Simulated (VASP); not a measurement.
# CdTe (F-43m) in VASP: a series of runs, part 2 of 2

VASP 6.6.1. The steps go on from the part before.

## Step 3: Single point, PBE

Contents of INCAR:

```
SYSTEM = CdTe
PREC = Accurate
ENCUT = 500
EDIFF = 1E-6
ISMEAR = 0
SIGMA = 0.02
LREAL = .FALSE.
LASPH = .TRUE.
NELM = 120
ALGO = Normal
ISIF = 2
LWAVE = .FALSE.
LCHARG = .FALSE.
GGA = PE
NBANDS = 16
GGA_COMPAT = .FALSE.
```

Contents of KPOINTS:

```
regular mesh
0
G
  10 10 10
  0 0 0
```

Contents of POSCAR:

```
CdTe
1.0
    0.0000000000      3.3096311576      3.3096311576
    3.3096311576      0.0000000000      3.3096311576
    3.3096311576      3.3096311576      0.0000000000
Cd Te
1 1
Direct
    0.0000000000      0.0000000000      0.0000000000
    0.2500000000      0.2500000000      0.2500000000
```

Potentials or basis: VASP PAW PBE potentials, release 64 (Cd, Te).

Run with:

```
$ cat potpaw_PBE.64/Cd/POTCAR potpaw_PBE.64/Te/POTCAR > POTCAR
$ mpirun -np 1 vasp_std > vasp.out
```

OUTCAR:

```text
SYSTEM = CdTe
   PREC = Accurate
   ENCUT = 500
   EDIFF = 1E-6
   ISMEAR = 0
   LREAL = .FALSE.
   LASPH = .TRUE.
   NELM = 120
   ISIF = 2
   GGA = PE

 ion  position               nearest neighbor table
   1  0.000  0.000  0.000-   2 2.87   2 2.87   2 2.87   2 2.87
   2  0.250  0.250  0.250-   1 2.87   1 2.87   1 2.87   1 2.87

  LATTYP: Found a face centered cubic cell.
 ALAT       =     6.6192623152

  Lattice vectors:

 A1 = (   0.0000000000,   3.3096311576,   3.3096311576)
 A2 = (   3.3096311576,   0.0000000000,   3.3096311576)
 A3 = (   3.3096311576,   3.3096311576,   0.0000000000)

Analysis of symmetry for initial positions (statically):
=====================================================================
 Subroutine PRICEL returns:
 Original cell was already a primitive cell.

 Routine SETGRP: Setting up the symmetry group for a
 face centered cubic supercell.

 Subroutine GETGRP returns: Found 24 space group operations
 (whereof 24 operations were pure point group operations)
 out of a pool of 48 trial point group operations.

The static configuration has the point symmetry T_d .

Analysis of symmetry for dynamics (positions and initial velocities):
=====================================================================
 Subroutine PRICEL returns:
 Original cell was already a primitive cell.

 Routine SETGRP: Setting up the symmetry group for a
 face centered cubic supercell.

 Subroutine GETGRP returns: Found 24 space group operations
 (whereof 24 operations were pure point group operations)
 out of a pool of 48 trial point group operations.

The dynamic configuration has the point symmetry T_d .

 Subroutine INISYM returns: Found 24 space group operations
 (whereof 24 operations are pure point group operations),
 and found     1 'primitive' translations

----------------------------------------------------------------------------------------

[... 105 lines left out ...]
   EMIN   =  10.00;   EMAX   =-10.00  energy-range for DOS
   EFERMI =   0.00;   METHOD = LEGACY
   ISMEAR =     0;   SIGMA  =   0.02  broadening in eV -4-tet -1-fermi 0-gaus
   EFERMI_NEDOS =   21; number of points for ismear=-14 and -15
   IALGO  =     38    algorithm
   IMIX   =      4    mixing-type and parameters
     AMIX     =   0.40;   BMIX     =  1.00
     AMIX_MAG =   1.60;   BMIX_MAG =  1.00
  volume/ion in A,a.u.               =      36.25       244.64
  Fermi-wavevector in a.u.,A,eV,Ry     =   1.028907  1.944352 14.403799  1.058649
  Thomas-Fermi vector in A             =   2.162927
   LORBIT       =      0    0 simple, 1 ext, 2 COOP (PROOUT), +10 PAW based schemes
   GGA     = PE    functional components
   LHFCALC =     F    Hartree Fock is set to
   AEXX    =    0.0000 exact exchange contribution
   IVDW    =     0    specifies the selected vdW correction
   LEPSILON=     F    determine dielectric tensor
   LRPA    =     F    only Hartree local field effects (RPA)
 non-spin polarized calculation
 Gauss-broadening in eV      SIGMA  =   0.02
  energy-cutoff  :      500.00
  volume of cell :       72.51
 maximum number of plane-waves:      1856
 NGX is ok and might be reduce to    36
   NGX = 17   NGY = 17   NGZ = 17

 number of electron      18.0000006 magnetization

 Free energy of the ion-electron system (eV)
  ---------------------------------------------------
  ext. energy  EPLUGINS =         0.00000000
  ---------------------------------------------------
  free energy    TOTEN  =        -4.81279980 eV

  energy without entropy =       -4.81279980  energy(sigma->0) =       -4.81279980

 E-fermi :   1.9015     XC(G=0):  -8.3074

 val. band max:        1.7923763476   @ k =   0.0000   0.0000   0.0000
 cond. band min:       2.3742096100   @ k =   0.0000   0.0000   0.0000
 fundamental gap:      0.5818332624
 Fermi energy:         1.9015463241

 k-point     1 :       0.0000    0.0000    0.0000
  band No.  band energies     occupation
      1      -9.0393      2.00000
      2      -6.2946      2.00000
      3      -6.2946      2.00000
      4      -6.2946      2.00000
      5      -6.0781      2.00000
      6      -6.0781      2.00000
[... 433 lines left out ...]
      3      -6.1931      2.00000
      4      -6.1370      2.00000
      5      -6.0590      2.00000
      6      -5.8425      2.00000
[... 8 lines left out ...]
     15      12.1601      0.00000
     16      13.2112      0.00000

 [... further k-points ...]
[... 5 lines left out ...]
  --------------------------------------------------------------------------------------
  -------------------------------------------------------------------------------------
  Total        0.0434038      0.0434038      0.0434038      0.0000000     -0.0000000      0.0000000
  in kB        0.9591117      0.9591117      0.9591117      0.0000000     -0.0000000      0.0000000
  external PRESSURE =       0.9591117 kB  Pullay stress =       0.0000000 kB

 VOLUME and BASIS-vectors are now :
 -----------------------------------------------------------------------------
  energy-cutoff  :      500.00
  volume of cell :       72.51
      direct lattice vectors                 reciprocal lattice vectors
     0.000000000  3.309631158  3.309631158    -0.151074236  0.151074236  0.151074236
     3.309631158  0.000000000  3.309631158     0.151074236 -0.151074236  0.151074236
     3.309631158  3.309631158  0.000000000     0.151074236  0.151074236 -0.151074236

 POSITION                                       TOTAL-FORCE (eV/Angst)
 -----------------------------------------------------------------------------------
      0.00000      0.00000      0.00000        -0.000000     -0.000000     -0.000000
      1.65482      1.65482      1.65482         0.000000      0.000000      0.000000
 -----------------------------------------------------------------------------------
    total drift:                                0.000000      0.000000     -0.000000

  FREE ENERGIE OF THE ION-ELECTRON SYSTEM (eV)
  ---------------------------------------------------
  free  energy   TOTEN  =        -4.8127998045 eV

  energy  without entropy=       -4.8127998045  energy(sigma->0) =       -4.81279980
```

OSZICAR:

```text
N       E                     dE             d eps       ncg     rms          rms(c)
DAV:   1     0.981175060768E+02    0.98118E+02   -0.79710E+03  1512   0.932E+02
DAV:   2    -0.154365164091E+01   -0.99661E+02   -0.94861E+02  1872   0.233E+02
DAV:   3    -0.501411316903E+01   -0.34705E+01   -0.34668E+01  1816   0.452E+01
DAV:   4    -0.504706243789E+01   -0.32949E-01   -0.32948E-01  2312   0.384E+00
DAV:   5    -0.504713635635E+01   -0.73918E-04   -0.73918E-04  1944   0.173E-01    0.493E+00
DAV:   6    -0.482625127041E+01    0.22089E+00   -0.37684E-01  1800   0.697E+00    0.414E+00
DAV:   7    -0.481139866369E+01    0.14853E-01   -0.10126E-01  1752   0.202E+00    0.163E+00
DAV:   8    -0.481235591978E+01   -0.95726E-03   -0.97294E-03  1696   0.110E+00    0.439E-01
DAV:   9    -0.481270426726E+01   -0.34835E-03   -0.97655E-04  1824   0.310E-01    0.940E-02
DAV:  10    -0.481275856061E+01   -0.54293E-04   -0.10697E-04  1912   0.100E-01    0.545E-02
DAV:  11    -0.481280069782E+01   -0.42137E-04   -0.81121E-05  1776   0.529E-02    0.369E-02
DAV:  12    -0.481279980452E+01    0.89330E-06   -0.31223E-06  1816   0.127E-02
   1 F= -.48127998E+01 E0= -.48127998E+01  d E =-.388741E-17
```

stdout:

```text
POSCAR found type information on POSCAR CdTe
 POSCAR found :  2 types and       2 ions
 scaLAPACK will be used
 LDA part: xc-table for (Slater+PW92), standard interpolation
 POSCAR, INCAR and KPOINTS ok, starting setup
 FFT: planning ... GRIDC
 FFT: planning ... GRID_SOFT
 FFT: planning ... GRID
 WAVECAR not read
 entering main loop
```

It took 48 s on 1 thread of Intel Xeon 8259CL, shared host; peak memory 0.2 GiB.

Results:

```yaml
Free_energy: -4.8128 eV
Pressure: 0.1 GPa
Band_gap_on_the_k_mesh: 0.58 eV
```

Levels at points of the mesh, in eV from the valence-band top:
```csv
k point,band 7,band 8,band 9,band 10,band 11,band 12
"(0.00, 0.00, 0.00)",0.00,0.00,0.00,0.58,4.64,4.64
"(0.50, 0.00, 0.00)",-4.08,-0.69,-0.69,1.75,5.21,5.21
"(0.50, 0.50, 0.00)",-4.01,-1.66,-1.66,2.67,2.74,8.51
```

Caveat: semilocal functionals underestimate gaps, and a narrow one can read as zero; spin-orbit coupling is left out, which moves the levels of the heavy elements.

## Step 4: Relaxation of cell and atoms, PBE

Contents of INCAR:

```
PREC = Accurate
ENCUT = 500
EDIFF = 1E-7
ISMEAR = 0
SIGMA = 0.02
LREAL = False
LASPH = True
NELM = 120
ALGO = Normal
ISIF = 3
LWAVE = False
LCHARG = False
GGA = PE
IBRION = 2
NSW = 100
EDIFFG = -0.002
GGA_COMPAT = False
NELMIN = 4
```

Contents of KPOINTS:

```
Automatic mesh
0
Gamma
  10 10 10
```

POSCAR is that of step 3.

Run with:

```
$ cat potpaw_PBE.64/Cd/POTCAR potpaw_PBE.64/Te/POTCAR > POTCAR
$ mpirun -np 1 vasp_std > vasp.out
```

It took 88 s on 1 thread of Intel Xeon 8259CL, shared host; peak memory 0.21 GiB.

It converged, with:

```
Free energy                           : -4.8128 eV
Relaxed volume                        : 36.34 Å³/atom
Relaxed cell                          : a = 4.684 Å, b = 4.684 Å, c = 4.684 Å, α = 60.00°, β = 60.00°, γ = 60.00°
Space group after relaxing (to 0.1 Å) : F-43m (No. 216)
Energy gained by relaxing             : 0.0 meV/atom
Ionic steps                           : 3
Pressure after relaxing               : 0.0 GPa
Band gap on the k mesh                : 0.57 eV
```

Final structure:
```
Cd Te
1.0
     0.00000    3.31230    3.31230
     3.31230    0.00000    3.31230
     3.31230    3.31230    0.00000
Cd Te
1 1
Direct
  0.00000 0.00000 0.00000
  0.25000 0.25000 0.25000
```

Levels at points of the mesh, in eV from the valence-band top:
```
           k point  band 7  band 8  band 9  band 10  band 11  band 12
(0.00, 0.00, 0.00)    0.00    0.00    0.00     0.57     4.64     4.64
(0.50, 0.00, 0.00)   -4.06   -0.68   -0.68     1.75     5.21     5.21
(0.50, 0.50, 0.00)   -4.00   -1.65   -1.65     2.67     2.75     8.50
```

Caveat: semilocal functionals underestimate gaps, and a narrow one can read as zero; spin-orbit coupling is left out, which moves the levels of the heavy elements.
